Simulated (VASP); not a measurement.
A run of VASP 6.6.1 is set up as follows.

The input POSCAR:

```
CdTe
1.0
    0.0000000000      3.2787246853      3.2787246853
    3.2787246853      0.0000000000      3.2787246853
    3.2787246853      3.2787246853      0.0000000000
Cd Te
1 1
Direct
    0.0000000000      0.0000000000      0.0000000000
    0.2500000000      0.2500000000      0.2500000000
```

Contents of INCAR.step1:

```
SYSTEM = CdTe
PREC = Accurate
ENCUT = 520
ISMEAR = -1
SIGMA = 0.025
LREAL = .FALSE.
LASPH = .TRUE.
NELM = 60
NBANDS = 16
GGA = PE
ALGO = Normal
EDIFF = 1E-4
LWAVE = .TRUE.
LCHARG = .FALSE.
```

File INCAR.step2:

```
SYSTEM = CdTe
PREC = Accurate
ENCUT = 520
EDIFF = 1E-6
ISMEAR = -1
SIGMA = 0.025
LREAL = .FALSE.
LASPH = .TRUE.
NELM = 60
ALGO = Normal
ISIF = 2
LWAVE = .FALSE.
LCHARG = .FALSE.
METAGGA = R2SCAN
LMIXTAU = .TRUE.
IVDW = 13
VDW_S6 = 1.0
VDW_S8 = 0.6018749
VDW_A1 = 0.51559235
VDW_A2 = 5.77342911
NBANDS = 16
ISTART = 1
```

KPOINTS

```
Automatic mesh
0
G
  10 10 10
  0 0 0
```

Potentials or basis: VASP PAW PBE potentials, release 64 (Cd, Te).

Launch:

```sh
$ cat potpaw_PBE.64/Cd/POTCAR potpaw_PBE.64/Te/POTCAR > POTCAR
$ cp INCAR.step1 INCAR
$ mpirun -np 1 vasp_std > vasp.out
$ cp INCAR.step2 INCAR
$ mpirun -np 1 vasp_std > vasp.out
```

**Question.** What does it give for the pressure?

**Answer.** -0.4 GPa.

**Question.** What does it give for the dispersion energy per atom?

**Answer.** -0.123 eV.

**Question.** Estimate the band gap on the k mesh.

**Answer.** 1.16 eV, direct.

Caveat: the PAW data sets were made with another functional, which shifts forces and pressure a little; spin-orbit coupling is left out, which moves the levels of the heavy elements. r2SCAN opens gaps a little over a GGA but as a rule still falls short of measured ones.
